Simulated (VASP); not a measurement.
# Si (Fd-3m) in VASP: single point with PBE

Aim: the single point of Si with PBE.

Program: VASP 6.6.1. These are calculated values, not measurements. Logs are shortened: lines on timing, memory, paths and dates and some standing lists are left out, and cuts for length are marked.

## (1) The cell of the first run

The structure is cubic, space group Fd-3m (No. 227). Conventional cell: a = 5.471 Å, b = 5.471 Å, c = 5.471 Å, α = 90.00°, β = 90.00°, γ = 90.00°. Si (site symmetry -43m) has 4 Si at 2.37 Å within 3.1 Å.

## (2) Single point, PBE

INCAR reads:

```
SYSTEM = Si
PREC = Accurate
ENCUT = 500
EDIFF = 1E-6
ISMEAR = -1
SIGMA = 0.02
LREAL = .FALSE.
LASPH = .TRUE.
NELM = 120
ALGO = Normal
ISIF = 2
LWAVE = .FALSE.
LCHARG = .FALSE.
GGA = PE
NBANDS = 11
GGA_COMPAT = .FALSE.
```

KPOINTS reads:

```
Automatic mesh
0
G
  10 10 10
  0 0 0
```

POSCAR reads:

```
Si
1.0
    0.0000000000      2.7354715901      2.7354715901
    2.7354715901      0.0000000000      2.7354715901
    2.7354715901      2.7354715901      0.0000000000
Si
2
Direct
   -0.1250000000     -0.1250000000     -0.1250000000
    0.1250000000      0.1250000000      0.1250000000
```

Potentials or basis: VASP PAW PBE potentials, release 64 (Si).

Run with:

```
> cat potpaw_PBE.64/Si/POTCAR > POTCAR
> mpirun -np 1 vasp_std > vasp.out
```

OUTCAR:

```text
SYSTEM = Si
   PREC = Accurate
   ENCUT = 500
   EDIFF = 1E-6
   ISMEAR = -1
   LREAL = .FALSE.
   LASPH = .TRUE.
   NELM = 120
   ISIF = 2
   GGA = PE

 ion  position               nearest neighbor table
   1  0.875  0.875  0.875-   2 2.37   2 2.37   2 2.37   2 2.37
   2  0.125  0.125  0.125-   1 2.37   1 2.37   1 2.37   1 2.37

  LATTYP: Found a face centered cubic cell.
 ALAT       =     5.4709431802

  Lattice vectors:

 A1 = (   0.0000000000,   2.7354715901,   2.7354715901)
 A2 = (   2.7354715901,   0.0000000000,   2.7354715901)
 A3 = (   2.7354715901,   2.7354715901,   0.0000000000)

Analysis of symmetry for initial positions (statically):
=====================================================================
 Subroutine PRICEL returns:
 Original cell was already a primitive cell.

 Routine SETGRP: Setting up the symmetry group for a
 face centered cubic supercell.

 Subroutine GETGRP returns: Found 48 space group operations
 (whereof 12 operations were pure point group operations)
 out of a pool of 48 trial point group operations.

The static configuration has the point symmetry D_3d.
 The point group associated with its full space group is O_h .

Analysis of symmetry for dynamics (positions and initial velocities):
=====================================================================
 Subroutine PRICEL returns:
 Original cell was already a primitive cell.

 Routine SETGRP: Setting up the symmetry group for a
 face centered cubic supercell.

 Subroutine GETGRP returns: Found 48 space group operations
 (whereof 12 operations were pure point group operations)
 out of a pool of 48 trial point group operations.

The dynamic configuration has the point symmetry D_3d.
 The point group associated with its full space group is O_h .

 Subroutine INISYM returns: Found 48 space group operations
 (whereof 12 operations are pure point group operations),
 and found     1 'primitive' translations

----------------------------------------------------------------------------------------

                                     Primitive cell

  volume of cell :      40.9380

  direct lattice vectors                    reciprocal lattice vectors
     0.000000000  2.735471590  2.735471590    -0.182783839  0.182783839  0.182783839
     2.735471590  0.000000000  2.735471590     0.182783839 -0.182783839  0.182783839
     2.735471590  2.735471590  0.000000000     0.182783839  0.182783839 -0.182783839

  length of vectors
     3.868541022  3.868541022  3.868541022     0.316590897  0.316590897  0.316590897

  position of ions in fractional coordinates (direct lattice)
     0.875000000  0.875000000  0.875000000
     0.125000000  0.125000000  0.125000000

  ion indices of the primitive-cell ions
   primitive index   ion index
                 1           1
                 2           2

----------------------------------------------------------------------------------------

 KPOINTS: Automatic mesh

Automatic generation of k-mesh.
 Grid dimensions read from file:
 generate k-points for:   10   10   10

 Generating k-lattice:

  Cartesian coordinates                     Fractional coordinates (reciprocal lattice)
    -0.018278384  0.018278384  0.018278384     0.100000000  0.000000000  0.000000000
     0.018278384 -0.018278384  0.018278384     0.000000000  0.100000000  0.000000000
     0.018278384  0.018278384 -0.018278384     0.000000000  0.000000000  0.100000000

  Length of vectors
     0.031659090  0.031659090  0.031659090

  Shift w.r.t. Gamma in fractional coordinates (k-lattice)
     0.000000000  0.000000000  0.000000000

 Subroutine IBZKPT returns following result:
 ===========================================

 Found     47 irreducible k-points:

 Following reciprocal coordinates:
            Coordinates               Weight
  0.000000  0.000000  0.000000      1.000000
  0.100000  0.000000  0.000000      8.000000
  0.200000  0.000000  0.000000      8.000000
  0.300000  0.000000  0.000000      8.000000
  0.400000  0.000000  0.000000      8.000000
  0.500000  0.000000  0.000000      4.000000
[... 16 lines left out ...]
  0.300000  0.300000  0.000000      6.000000
  0.400000  0.300000  0.000000     24.000000
 [... further k-points ...]
   k-points           NKPTS =     47   k-points in BZ     NKDIM =     47   number of bands    NBANDS=     11
   number of dos      NEDOS =    301   number of ions     NIONS =      2
   total plane-waves  NPLWV =  21952
   dimension x,y,z NGX =    28 NGY =   28 NGZ =   28
   dimension x,y,z NGXF=    56 NGYF=   56 NGZF=   56
   ions per type =               2
   NGX,Y,Z   is equivalent  to a cutoff of  12.03, 12.03, 12.03 a.u.
   NGXF,Y,Z  is equivalent  to a cutoff of  24.07, 24.07, 24.07 a.u.
 SYSTEM =  Si
   PREC   = accura    normal or accurate (medium, high low for compatibility)
   ISTART =      0    job   : 0-new  1-cont  2-samecut
   ICHARG =      2    charge: 1-file 2-atom 10-const
   ISPIN  =      1    spin polarized calculation?
   LNONCOLLINEAR =      F non collinear calculations
   LSORBIT =      F    spin-orbit coupling
   LASPH  =      T    aspherical Exc in radial PAW
   ENCUT  =  500.0 eV  36.75 Ry    6.06 a.u.   7.05  7.05  7.05*2*pi/ulx,y,z
   NELM   =    120;   NELMIN=  2; NELMDL= -5     # of ELM steps
   EDIFF  = 0.1E-05   stopping-criterion for ELM
   LREAL  =      F    real-space projection
   EDIFFG = 0.1E-04   stopping-criterion for IOM
   NSW    =      0    number of steps for IOM
   IBRION =     -1    ionic relax: 0-MD 1-quasi-New 2-CG
   NFREE  =      0    steps in history (QN), initial steepest desc. (CG)
   ISIF   =      2    stress and relaxation
   ISYM   =      2    0-nonsym 1-usesym 2-fastsym
   POTIM  = 0.5000    time-step for ionic-motion
   TEBEG  =    0.0;   TEEND  =   0.0 temperature during run
   PSTRESS=    0.0 pullay stress
   NELECT =       8.0000    total number of electrons
   NUPDOWN=      -1.0000    fix difference up-down
   EMIN   =  10.00;   EMAX   =-10.00  energy-range for DOS
   EFERMI =   0.00;   METHOD = LEGACY
   ISMEAR =    -1;   SIGMA  =   0.02  broadening in eV -4-tet -1-fermi 0-gaus
   EFERMI_NEDOS =   21; number of points for ismear=-14 and -15
   IALGO  =     38    algorithm
   IMIX   =      4    mixing-type and parameters
     AMIX     =   0.40;   BMIX     =  1.00
     AMIX_MAG =   1.60;   BMIX_MAG =  1.00
  volume/ion in A,a.u.               =      20.47       138.13
  Fermi-wavevector in a.u.,A,eV,Ry     =   0.950012  1.795263 12.279579  0.902524
  Thomas-Fermi vector in A             =   2.078349
   LORBIT       =      0    0 simple, 1 ext, 2 COOP (PROOUT), +10 PAW based schemes
   GGA     = PE    functional components
   LHFCALC =     F    Hartree Fock is set to
   AEXX    =    0.0000 exact exchange contribution
   IVDW    =     0    specifies the selected vdW correction
   LEPSILON=     F    determine dielectric tensor
   LRPA    =     F    only Hartree local field effects (RPA)
 non-spin polarized calculation
  energy-cutoff  :      500.00
  volume of cell :       40.94
 maximum number of plane-waves:      1056
   NGX = 15   NGY = 15   NGZ = 15

 number of electron       8.0000000 magnetization

 Free energy of the ion-electron system (eV)
  ---------------------------------------------------
  ext. energy  EPLUGINS =         0.00000000
  ---------------------------------------------------
  free energy    TOTEN  =       -10.84917249 eV

  energy without entropy =      -10.84917249  energy(sigma->0) =      -10.84917249

 E-fermi :   5.9075     XC(G=0):  -9.3227

 val. band max:        5.6039193904   @ k =   0.0000   0.0000   0.0000
 cond. band min:       6.2238282427   @ k =   0.4000   0.4000   0.0000
 fundamental gap:      0.6199088524
 Fermi energy:         5.9075217926

 k-point     1 :       0.0000    0.0000    0.0000
  band No.  band energies     occupation
      1      -6.2025      2.00000
      2       5.6039      2.00000
      3       5.6039      2.00000
      4       5.6039      2.00000
      5       8.1604      0.00000
      6       8.1604      0.00000
      7       8.1604      0.00000
      8       8.7239      0.00000
      9      13.3126      0.00000
     10      13.3126      0.00000
     11      13.4764      0.00000

 k-point     2 :       0.1000    0.0000    0.0000
  band No.  band energies     occupation
      1      -6.0741      2.00000
      2       4.4619      2.00000
      3       5.4104      2.00000
      4       5.4104      2.00000
      5       8.1234      0.00000
      6       8.4458      0.00000
      7       8.4458      0.00000
      8       9.6972      0.00000
      9      12.9632      0.00000
     10      12.9632      0.00000
     11      14.0056      0.00000

 k-point     3 :       0.2000    0.0000    0.0000
  band No.  band energies     occupation
      1      -5.6951      2.00000
      2       2.6234      2.00000
      3       5.0371      2.00000
      4       5.0371      2.00000
      5       7.7523      0.00000
      6       8.9473      0.00000
      7       8.9473      0.00000
      8      11.4722      0.00000
      9      12.6526      0.00000
     10      12.6526      0.00000
     11      14.6753      0.00000
[... 267 lines left out ...]
 k-point    23 :       0.3000    0.3000    0.0000
  band No.  band energies     occupation
      1      -4.6827      2.00000
      2       1.2003      2.00000
      3       3.4244      2.00000
      4       3.4244      2.00000
      5       6.4949      0.00000
      6       8.0414      0.00000
      7      12.1705      0.00000
      8      12.1705      0.00000
      9      14.4987      0.00000
     10      15.0252      0.00000
     11      17.9128      0.00000

 k-point    24 :       0.4000    0.3000    0.0000
  band No.  band energies     occupation
      1      -4.0822      2.00000
      2       0.2127      2.00000
      3       2.8140      2.00000
      4       3.2230      2.00000
      5       6.6823      0.00000
      6       7.8707      0.00000
      7      12.4533      0.00000
      8      12.5953      0.00000
      9      16.0096      0.00000
     10      16.1318      0.00000
     11      17.6167      0.00000

 [... further k-points ...]

------------------------ aborting loop because EDIFF is reached ----------------------------------------

  FORCE on cell =-STRESS in cart. coord.  units (eV):
  Direction    XX          YY          ZZ          XY          YZ          ZX
  --------------------------------------------------------------------------------------
  -------------------------------------------------------------------------------------
  Total       -0.0284383     -0.0284383     -0.0284383      0.0000000      0.0000000     -0.0000000
  in kB       -1.1129806     -1.1129806     -1.1129806      0.0000000      0.0000000     -0.0000000
  external PRESSURE =      -1.1129806 kB  Pullay stress =       0.0000000 kB

 VOLUME and BASIS-vectors are now :
 -----------------------------------------------------------------------------
  energy-cutoff  :      500.00
  volume of cell :       40.94
      direct lattice vectors                 reciprocal lattice vectors
     0.000000000  2.735471590  2.735471590    -0.182783839  0.182783839  0.182783839
     2.735471590  0.000000000  2.735471590     0.182783839 -0.182783839  0.182783839
     2.735471590  2.735471590  0.000000000     0.182783839  0.182783839 -0.182783839

 POSITION                                       TOTAL-FORCE (eV/Angst)
 -----------------------------------------------------------------------------------
      4.78708      4.78708      4.78708        -0.000000      0.000000      0.000000
      0.68387      0.68387      0.68387         0.000000     -0.000000     -0.000000
 -----------------------------------------------------------------------------------
    total drift:                               -0.000000     -0.000000     -0.000000

  FREE ENERGIE OF THE ION-ELECTRON SYSTEM (eV)
  ---------------------------------------------------
  free  energy   TOTEN  =       -10.8491724907 eV

  energy  without entropy=      -10.8491724897  energy(sigma->0) =      -10.84917249
```

It took 14 s on 1 thread of Intel Xeon 8259CL, shared host; peak memory 0.15 GiB.

What came out:

```yaml
Free_energy: -10.8492 eV
Pressure: -0.1 GPa
Band_gap_on_the_k_mesh: 0.62 eV (least direct gap 2.56 eV)
```

A k mesh can miss the band edges.
